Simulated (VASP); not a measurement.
# SnTe (Fm-3m) in VASP: further runs

Runs on SnTe. Level: PBEsol. Tasks: single point.

All numbers are computed with VASP 6.6.1; they aren't measurements. Logs are shortened: lines on timing, memory, paths and dates and some standing lists are left out, and cuts for length are marked.

### 1 The cell of the first run

It takes space group Fm-3m (No. 225, cubic). Conventional cell: a = 6.217 Å, b = 6.217 Å, c = 6.217 Å, α = 90.00°, β = 90.00°, γ = 90.00°. Te (site symmetry m-3m) has 6 Sn at 3.11 Å within 4.1 Å. Within 4.1 Å of Sn (site symmetry m-3m) lie 6 Te at 3.11 Å.

### 2 Single point, PBEsol, non-collinear spin, zero start, spin-orbit coupling

File INCAR:

```
SYSTEM = SnTe
PREC = Accurate ; ENCUT = 520
EDIFF = 1E-7 ; ISMEAR = -1
SIGMA = 0.05 ; LREAL = .False.
LASPH = .True. ; NELM = 150
ALGO = Normal ; ISIF = 2
LWAVE = .False. ; LCHARG = .False.
LNONCOLLINEAR = .True. ; MAGMOM = 0 0 0 0 0 0
LORBIT = 11 ; LSORBIT = .True.
GGA_COMPAT = .False. ; LORBMOM = .True.
GGA = PS ; NBANDS = 32
```

File KPOINTS:

```
regular mesh
0
Gamma
  7 7 7
  0 0 0
```

File POSCAR:

```
SnTe
1.0
    0.0000000000      3.1082657258      3.1082657258
    3.1082657258      0.0000000000      3.1082657258
    3.1082657258      3.1082657258      0.0000000000
Te Sn
1 1
Direct
    0.5000000000      0.5000000000      0.5000000000
    0.0000000000      0.0000000000      0.0000000000
```

Potentials or basis: VASP PAW PBE potentials, release 64 (Te, Sn_d).

The run is started by

```bash
$ cat potpaw_PBE.64/Te/POTCAR potpaw_PBE.64/Sn_d/POTCAR > POTCAR
$ mpirun -np 1 vasp_ncl > vasp.out
```

OUTCAR:

```text
SYSTEM = SnTe
   PREC = Accurate
   ENCUT = 520
   EDIFF = 1E-7
   ISMEAR = -1
   LREAL = .False.
   LASPH = .True.
   NELM = 150
   ISIF = 2
   LNONCOLLINEAR = .True.
   LORBIT = 11
   LSORBIT = .True.
   GGA = PS

 ion  position               nearest neighbor table
   1  0.500  0.500  0.500-   2 3.11   2 3.11   2 3.11   2 3.11   2 3.11   2 3.11
   2  0.000  0.000  0.000-   1 3.11   1 3.11   1 3.11   1 3.11   1 3.11   1 3.11

  LATTYP: Found a face centered cubic cell.
 ALAT       =     6.2165314516

  Lattice vectors:

 A1 = (   0.0000000000,   3.1082657258,   3.1082657258)
 A2 = (   3.1082657258,   0.0000000000,   3.1082657258)
 A3 = (   3.1082657258,   3.1082657258,   0.0000000000)

Analysis of symmetry for initial positions (statically):
=====================================================================
 Subroutine PRICEL returns:
 Original cell was already a primitive cell.

 Routine SETGRP: Setting up the symmetry group for a
 face centered cubic supercell.

 Subroutine GETGRP returns: Found 48 space group operations
 (whereof 48 operations were pure point group operations)
 out of a pool of 48 trial point group operations.

The static configuration has the point symmetry O_h .

Analysis of symmetry for dynamics (positions and initial velocities):
=====================================================================
 Subroutine PRICEL returns:
 Original cell was already a primitive cell.

 Routine SETGRP: Setting up the symmetry group for a
 face centered cubic supercell.

 Subroutine GETGRP returns: Found 48 space group operations
 (whereof 48 operations were pure point group operations)
 out of a pool of 48 trial point group operations.

The dynamic configuration has the point symmetry O_h .

Analysis of structural, dynamic, and magnetic symmetry:
=====================================================================
 Subroutine PRICEL returns:
 Original cell was already a primitive cell.

 Routine SETGRP: Setting up the symmetry group for a
 face centered cubic supercell.

 Subroutine GETGRP returns: Found 48 space group operations
 (whereof 48 operations were pure point group operations)
 out of a pool of 48 trial point group operations.

The overall configuration has the point symmetry O_h .

 Subroutine INISYM returns: Found 48 space group operations
 (whereof 48 operations are pure point group operations),
 and found     1 'primitive' translations

----------------------------------------------------------------------------------------

                                     Primitive cell

  volume of cell :      60.0599

  direct lattice vectors                    reciprocal lattice vectors
     0.000000000  3.108265726  3.108265726    -0.160861408  0.160861408  0.160861408
     3.108265726  0.000000000  3.108265726     0.160861408 -0.160861408  0.160861408
     3.108265726  3.108265726  0.000000000     0.160861408  0.160861408 -0.160861408

  length of vectors
     4.395751545  4.395751545  4.395751545     0.278620131  0.278620131  0.278620131

  position of ions in fractional coordinates (direct lattice)
     0.500000000  0.500000000  0.500000000
     0.000000000  0.000000000  0.000000000

  ion indices of the primitive-cell ions
   primitive index   ion index
                 1           1
                 2           2

----------------------------------------------------------------------------------------

 KPOINTS: regular mesh

Automatic generation of k-mesh.
 Grid dimensions read from file:
 generate k-points for:    7    7    7

 Generating k-lattice:

  Cartesian coordinates                     Fractional coordinates (reciprocal lattice)
    -0.022980201  0.022980201  0.022980201     0.142857143  0.000000000  0.000000000
     0.022980201 -0.022980201  0.022980201     0.000000000  0.142857143  0.000000000
     0.022980201  0.022980201 -0.022980201     0.000000000  0.000000000  0.142857143

  Length of vectors
     0.039802876  0.039802876  0.039802876

  Shift w.r.t. Gamma in fractional coordinates (k-lattice)
     0.000000000  0.000000000  0.000000000

 Subroutine IBZKPT returns following result:
 ===========================================

 Found     20 irreducible k-points:

 Following reciprocal coordinates:
            Coordinates               Weight
  0.000000  0.000000  0.000000      1.000000
  0.142857  0.000000  0.000000      8.000000
  0.285714  0.000000  0.000000      8.000000
  0.428571  0.000000  0.000000      8.000000
  0.142857  0.142857  0.000000      6.000000
  0.285714  0.142857  0.000000     24.000000
[... 12 lines left out ...]
 -0.428571  0.428571  0.142857     24.000000
 -0.285714  0.428571  0.142857     24.000000
[... 28 lines left out ...]
   PSTRESS=    0.0 pullay stress
   NELECT =      20.0000    total number of electrons
   NUPDOWN=      -1.0000    fix difference up-down
   EMIN   =  10.00;   EMAX   =-10.00  energy-range for DOS
   EFERMI =   0.00;   METHOD = LEGACY
   ISMEAR =    -1;   SIGMA  =   0.05  broadening in eV -4-tet -1-fermi 0-gaus
   EFERMI_NEDOS =   21; number of points for ismear=-14 and -15
   IALGO  =     38    algorithm
   IMIX   =      4    mixing-type and parameters
     AMIX     =   0.40;   BMIX     =  1.00
     AMIX_MAG =   1.60;   BMIX_MAG =  1.00
  volume/ion in A,a.u.               =      30.03       202.65
  Fermi-wavevector in a.u.,A,eV,Ry     =   1.134723  2.144316 17.518825  1.287597
  Thomas-Fermi vector in A             =   2.271428
   LORBIT       =     11    0 simple, 1 ext, 2 COOP (PROOUT), +10 PAW based schemes
   GGA     = PS    functional components
   LHFCALC =     F    Hartree Fock is set to
   AEXX    =    0.0000 exact exchange contribution
   IVDW    =     0    specifies the selected vdW correction
   LEPSILON=     F    determine dielectric tensor
   LRPA    =     F    only Hartree local field effects (RPA)
  energy-cutoff  :      520.00
  volume of cell :       60.06
 maximum number of plane-waves:      3278
 NGX is ok and might be reduce to    36
   NGX = 17   NGY = 17   NGZ = 17

 number of electron      19.9999998 magnetization       0.0000000     -0.0000000     -0.0000000

 number of electron      19.9999998 magnetization      -0.0000000      0.0000000      0.0000000

 number of electron      19.9999998 magnetization      -0.0000000     -0.0000000     -0.0000000

 number of electron      19.9999998 magnetization       0.0000000      0.0000000      0.0000000

 Free energy of the ion-electron system (eV)
  ---------------------------------------------------
  ext. energy  EPLUGINS =         0.00000000
  ---------------------------------------------------
  free energy    TOTEN  =        -8.48188627 eV

  energy without entropy =       -8.48155043  energy(sigma->0) =       -8.48171835

 E-fermi :   7.2769     XC(G=0):  -9.8368

 val. band max:        7.0490860938   @ k =   0.4286   0.0000   0.0000
 cond. band min:       7.4981111927   @ k =   0.4286   0.0000   0.0000
 fundamental gap:      0.4490250989
 Fermi energy:         7.2769090275

 k-point     1 :       0.0000    0.0000    0.0000
  band No.  band energies     occupation
      1     -15.0831      1.00000
      2     -15.0831      1.00000
      3     -15.0831      1.00000
      4     -15.0831      1.00000
      5     -14.0521      1.00000
      6     -14.0521      1.00000
[... 689 lines left out ...]
     31      17.1442      0.00000
     32      17.1442      0.00000

------------------------ aborting loop because EDIFF is reached ----------------------------------------

  FORCE on cell =-STRESS in cart. coord.  units (eV):
  Direction    XX          YY          ZZ          XY          YZ          ZX
  --------------------------------------------------------------------------------------
  -------------------------------------------------------------------------------------
  Total        0.6234153      0.6234153      0.6234153      0.0000000      0.0000000      0.0000000
  in kB       16.6304360     16.6304360     16.6304360      0.0000000      0.0000000      0.0000000
  external PRESSURE =      16.6304360 kB  Pullay stress =       0.0000000 kB

 VOLUME and BASIS-vectors are now :
 -----------------------------------------------------------------------------
  energy-cutoff  :      520.00
  volume of cell :       60.06
      direct lattice vectors                 reciprocal lattice vectors
     0.000000000  3.108265726  3.108265726    -0.160861408  0.160861408  0.160861408
     3.108265726  0.000000000  3.108265726     0.160861408 -0.160861408  0.160861408
     3.108265726  3.108265726  0.000000000     0.160861408  0.160861408 -0.160861408

 POSITION                                       TOTAL-FORCE (eV/Angst)
 -----------------------------------------------------------------------------------
      3.10827      3.10827      3.10827        -0.000000      0.000000     -0.000000
      0.00000      0.00000      0.00000         0.000000      0.000000      0.000000
 -----------------------------------------------------------------------------------
    total drift:                               -0.000000      0.000000      0.000000

  FREE ENERGIE OF THE ION-ELECTRON SYSTEM (eV)
  ---------------------------------------------------
  free  energy   TOTEN  =        -8.4818862732 eV

  energy  without entropy=       -8.4815504301  energy(sigma->0) =       -8.48171835

 orbital moment (x)

 # of ion     p       d       tot
 ----------------------------------------
  1         0.000  -0.000  -0.000
  2         0.000  -0.000  -0.000
 ----------------------------------------
            0.000  -0.000  -0.000

 orbital moment (y)

 # of ion     p       d       tot
 ----------------------------------------
  1         0.000   0.000   0.000
  2         0.000   0.000   0.000
 ----------------------------------------
            0.000   0.000   0.000

 orbital moment (z)

 # of ion     p       d       tot
 ----------------------------------------
  1         0.000   0.000   0.000
  2         0.000  -0.000  -0.000
 ----------------------------------------
            0.000  -0.000  -0.000

 Spin-Orbit-Coupling matrix elements

 Ion:    1  E_soc:     -0.2014237
 l=   1
     0.0000000    -0.0335603    -0.0335603
    -0.0335603     0.0000000    -0.0335603
    -0.0335603    -0.0335603     0.0000000
 l=   2
     0.0000000    -0.0000159     0.0000000    -0.0000159     0.0000056
    -0.0000159     0.0000000     0.0000042    -0.0000159     0.0000014
     0.0000000     0.0000042     0.0000000     0.0000042     0.0000000
    -0.0000159    -0.0000159     0.0000042     0.0000000     0.0000014
     0.0000056     0.0000014     0.0000000     0.0000014     0.0000000
 l=   3
     0.0000000     0.0000000     0.0000000     0.0000000     0.0000000     0.0000000     0.0000000
     0.0000000     0.0000000     0.0000000     0.0000000     0.0000000     0.0000000     0.0000000
     0.0000000     0.0000000     0.0000000     0.0000000     0.0000000     0.0000000     0.0000000
     0.0000000     0.0000000     0.0000000     0.0000000     0.0000000     0.0000000     0.0000000
     0.0000000     0.0000000     0.0000000     0.0000000     0.0000000     0.0000000     0.0000000
     0.0000000     0.0000000     0.0000000     0.0000000     0.0000000     0.0000000     0.0000000
     0.0000000     0.0000000     0.0000000     0.0000000     0.0000000     0.0000000     0.0000000

 Ion:    2  E_soc:     -0.0985178
 l=   1
     0.0000000    -0.0101973    -0.0101973
    -0.0101973     0.0000000    -0.0101973
    -0.0101973    -0.0101973     0.0000000
 l=   2
     0.0000000    -0.0012328     0.0000000    -0.0012328    -0.0049896
    -0.0012328     0.0000000    -0.0037422    -0.0012328    -0.0012474
     0.0000000    -0.0037422     0.0000000    -0.0037422     0.0000000
    -0.0012328    -0.0012328    -0.0037422     0.0000000    -0.0012474
    -0.0049896    -0.0012474     0.0000000    -0.0012474     0.0000000
 l=   3
     0.0000000     0.0000000     0.0000000     0.0000000     0.0000000     0.0000000     0.0000000
     0.0000000     0.0000000     0.0000000     0.0000000     0.0000000     0.0000000     0.0000000
     0.0000000     0.0000000     0.0000000     0.0000000     0.0000000     0.0000000     0.0000000
     0.0000000     0.0000000     0.0000000     0.0000000     0.0000000     0.0000000     0.0000000
     0.0000000     0.0000000     0.0000000     0.0000000     0.0000000     0.0000000     0.0000000
     0.0000000     0.0000000     0.0000000     0.0000000     0.0000000     0.0000000     0.0000000
     0.0000000     0.0000000     0.0000000     0.0000000     0.0000000     0.0000000     0.0000000

 total charge

# of ion       s       p       d       tot
------------------------------------------
    1        1.390   1.958   0.035   3.383
    2        1.350   0.784   9.993  12.127
--------------------------------------------------
tot          2.739   2.742  10.028  15.509

 magnetization (x)

# of ion       s       p       d       tot
------------------------------------------
    1        0.000   0.000   0.000   0.000
    2        0.000   0.000  -0.000   0.000
--------------------------------------------------
tot          0.000   0.000  -0.000   0.000

 magnetization (y)

# of ion       s       p       d       tot
------------------------------------------
    1        0.000  -0.000   0.000   0.000
    2        0.000  -0.000   0.000   0.000
--------------------------------------------------
tot          0.000  -0.000   0.000   0.000

 magnetization (z)

# of ion       s       p       d       tot
------------------------------------------
    1        0.000   0.000   0.000   0.000
    2       -0.000   0.000   0.000  -0.000
--------------------------------------------------
tot         -0.000   0.000   0.000  -0.000
```

Wall time 2.5 min (1 thread of Intel Xeon 8259CL, shared host); peak memory 0.4 GiB.

Results:

- Free energy: -8.4819 eV
- Pressure: 1.7 GPa
- Net moment: 0.00 μB per cell
- Valence electrons inside the program's atomic spheres: Te 3.38; Sn 12.13

Moments on the atoms (μB; x, y, z):
```
Te  0.00 0.00 0.00
Sn  0.00 0.00 0.00
```

Caveat: this odd mesh misses L, so gap, dielectric constants and Born charges aren't listed; the PAW data sets were made with another functional, which shifts forces and pressure a little.

### 3 Single point, PBEsol, non-collinear spin, zero start, spin-orbit coupling

This run uses another cell than the first one, of 30.66 Å³/atom.

File INCAR:

```
SYSTEM = SnTe
PREC = Accurate
ENCUT = 520
EDIFF = 1E-6
ISMEAR = -1
SIGMA = 0.05
LREAL = .FALSE.
LASPH = .TRUE.
NELM = 150
ALGO = Normal
ISIF = 2
LWAVE = .FALSE.
LCHARG = .FALSE.
LNONCOLLINEAR = .TRUE.
MAGMOM = 0 0 0 0 0 0
LORBIT = 11
LSORBIT = .TRUE.
GGA_COMPAT = .FALSE.
LORBMOM = .TRUE.
GGA = PS
NBANDS = 32
```

File KPOINTS:

```
Automatic mesh
0
G
  7 7 7
  0 0 0
```

File POSCAR:

```
SnTe
1.0
    0.0000000000      3.1297027185      3.1297027185
    3.1297027185      0.0000000000      3.1297027185
    3.1297027185      3.1297027185      0.0000000000
Te Sn
1 1
Direct
    0.5000000000      0.5000000000      0.5000000000
    0.0000000000      0.0000000000      0.0000000000
```

Potentials or basis: VASP PAW PBE potentials, release 64 (Te, Sn_d).

The run is started by

```bash
$ cat potpaw_PBE.64/Te/POTCAR potpaw_PBE.64/Sn_d/POTCAR > POTCAR
$ mpirun -np 1 vasp_ncl > vasp.out
```

OUTCAR:

```text
SYSTEM = SnTe
   PREC = Accurate
   ENCUT = 520
   EDIFF = 1E-6
   ISMEAR = -1
   LREAL = .FALSE.
   LASPH = .TRUE.
   NELM = 150
   ISIF = 2
   LNONCOLLINEAR = .TRUE.
   LORBIT = 11
   LSORBIT = .TRUE.
   GGA = PS

 ion  position               nearest neighbor table
   1  0.500  0.500  0.500-   2 3.13   2 3.13   2 3.13   2 3.13   2 3.13   2 3.13
   2  0.000  0.000  0.000-   1 3.13   1 3.13   1 3.13   1 3.13   1 3.13   1 3.13

  LATTYP: Found a face centered cubic cell.
 ALAT       =     6.2594054370

  Lattice vectors:

 A1 = (   0.0000000000,   3.1297027185,   3.1297027185)
 A2 = (   3.1297027185,   0.0000000000,   3.1297027185)
 A3 = (   3.1297027185,   3.1297027185,   0.0000000000)

Analysis of symmetry for initial positions (statically):
[... 989 lines left out ...]
     0.0000000     0.0000000     0.0000000     0.0000000     0.0000000     0.0000000     0.0000000
     0.0000000     0.0000000     0.0000000     0.0000000     0.0000000     0.0000000     0.0000000
     0.0000000     0.0000000     0.0000000     0.0000000     0.0000000     0.0000000     0.0000000
     0.0000000     0.0000000     0.0000000     0.0000000     0.0000000     0.0000000     0.0000000
     0.0000000     0.0000000     0.0000000     0.0000000     0.0000000     0.0000000     0.0000000

 total charge

# of ion       s       p       d       tot
------------------------------------------
    1        1.389   1.953   0.033   3.374
    2        1.353   0.766   9.989  12.108
--------------------------------------------------
tot          2.741   2.719  10.022  15.482

 magnetization (x)

# of ion       s       p       d       tot
------------------------------------------
    1       -0.000   0.000   0.000  -0.000
    2        0.000  -0.000   0.000   0.000
--------------------------------------------------
tot          0.000  -0.000   0.000  -0.000

 magnetization (y)

# of ion       s       p       d       tot
------------------------------------------
    1       -0.000  -0.000   0.000  -0.000
    2        0.000   0.000  -0.000   0.000
--------------------------------------------------
tot          0.000   0.000  -0.000   0.000

 magnetization (z)

# of ion       s       p       d       tot
------------------------------------------
    1        0.000   0.000  -0.000   0.000
    2        0.000   0.000  -0.000   0.000
--------------------------------------------------
tot          0.000   0.000  -0.000   0.000
```

Run time: 2 min. Hardware: 1 thread of Intel Xeon 8259CL, shared host; peak memory 0.4 GiB.

Results:

| Property | Result |
| --- | --- |
| Free energy | -8.4909 eV |
| Pressure | 0.6 GPa |
| Net moment | 0.00 μB per cell |
| Valence electrons inside the program's atomic spheres | Te 3.37; Sn 12.11 |

Moments on the atoms (μB; x, y, z):
```
Te  0.00 0.00 0.00
Sn  0.00 0.00 0.00
```

Caveat: this odd mesh misses L, so gap, dielectric constants and Born charges aren't listed; the PAW data sets were made with another functional, which shifts forces and pressure a little.
